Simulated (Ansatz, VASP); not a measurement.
**Two plane-wave programs on Tl**

```
Tl
1.0
     3.59028    0.00000    0.00000
    -1.79514    3.10928    0.00000
     0.00000    0.00000    5.64194
Tl
2
Direct
  0.33333 0.66667 0.25000
  0.66667 0.33333 0.75000
```

Alike in both runs: task single point; functional PBE; k mesh 10 × 10 × 6; occupations methfessel-paxton of order 1, width 0.03 eV; no spin polarisation.

|  | VASP | Ansatz |
| --- | --- | --- |
| version | VASP 6.6.1 | Ansatz 0.2.0 |
| potentials or method | VASP PAW PBE potentials, release 64 (Tl_d), cutoff 520 eV | plane waves (420 eV) with PAW, scalar-relativistic |
| valence electrons in the cell | 26 | 26 |

Ansatz gave:

- pressure (GPa): 0.0
- traceless stress, the component that is largest in VASP (GPa): 0.25

**Question.** Estimate VASP's values.

**Answer.** Pressure (GPa): -0.1; traceless stress, the component that is largest in VASP (GPa): 0.23.

Neither program's run includes spin-orbit coupling.
